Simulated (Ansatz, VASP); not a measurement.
# TiO2 in VASP and in Ansatz

```
Ti O
1.0
     4.51500    0.00000    0.00000
     0.00000    5.49700    0.00000
     0.00000    0.00000    4.93900
Ti O
4 8
Direct
  0.00000 0.17453 0.25000
  0.50000 0.32547 0.75000
  0.00000 0.82547 0.75000
  0.50000 0.67453 0.25000
  0.27040 0.38191 0.41969
  0.22960 0.11809 0.91969
  0.77040 0.11809 0.58031
  0.72960 0.38191 0.08031
  0.72960 0.61809 0.58031
  0.77040 0.88191 0.08031
  0.22960 0.88191 0.41969
  0.27040 0.61809 0.91969
```

Alike in both runs: functional PBE; k mesh 4 × 4 × 4; occupations fermi-dirac, width 0.02 eV; no spin polarisation.

Ansatz relaxed the structure, and its values are those at the end. VASP's run is a single point on that final structure, the one shown.

|  | VASP | Ansatz |
| --- | --- | --- |
| version | VASP 6.6.1 | Ansatz 0.2.0 |
| potentials or method | VASP PAW PBE potentials, release 64 (Ti_sv, O) | plane-wave PAW, scalar-relativistic |
| plane-wave cutoff (eV) | 520 | 420 |
| valence electrons in the cell | 96 | 96 |

VASP gave:

| Quantity | Value |
| --- | --- |
| gap on the k mesh at the Fermi level (eV) | 2.61 |
| pressure (GPa) | 5.9 |
| rms of the force components (eV/Å) | 0.018 |

Q: Which values does Ansatz return?

A: gap on the k mesh at the Fermi level (eV): 2.63; pressure (GPa): 5.2; rms of the force components (eV/Å): 0.001.

With one functional, cell and mesh, what is left measures potentials, basis and numerics. Ansatz's warnings: stress scf threshold loose.
